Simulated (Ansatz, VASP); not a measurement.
Lu2Si2O: VASP beside Ansatz

```
Lu Si O
1.0
    -1.96636    1.96636    4.80097
     1.96636   -1.96636    4.80097
     1.96636    1.96636   -4.80097
Lu Si O
2 2 1
Direct
  0.63816 0.63816 0.00000
  0.36184 0.36184 0.00000
  0.25000 0.75000 0.50000
  0.75000 0.25000 0.50000
  0.00000 0.00000 0.00000
```

Change from the starting cell: species swapped into the LaNi2As2 type (I4/mmm, No. 139).

Alike in both runs: task relaxation of cell and atoms; functional PBE; k mesh 6 × 6 × 6; occupations gaussian, width 0.1 eV; no spin polarisation.

|  | VASP | Ansatz |
| --- | --- | --- |
| version | VASP 6.6.1 | Ansatz 0.2.0 |
| potentials or method | VASP PAW PBE potentials, release 64 (Lu, Si, O), cutoff 600 eV | scalar-relativistic, plane waves, PAW |
| valence electrons in the cell | 64 | 64 |

```tsv
	VASP	Ansatz	Ansatz less VASP
gap on the k mesh at the Fermi level, each at its own relaxed structure (eV)	none	none	-
relaxed volume (Å³/atom)	16.99	17.38	+0.387
relaxed cell length with the largest relative difference (Å)	7.677	7.852	+0.1747
```

A gap of «none» marks a metal or a gap that the smearing closes.

The k mesh is coarse, so the values compare programs but aren't converged. Spin-orbit coupling is off throughout.
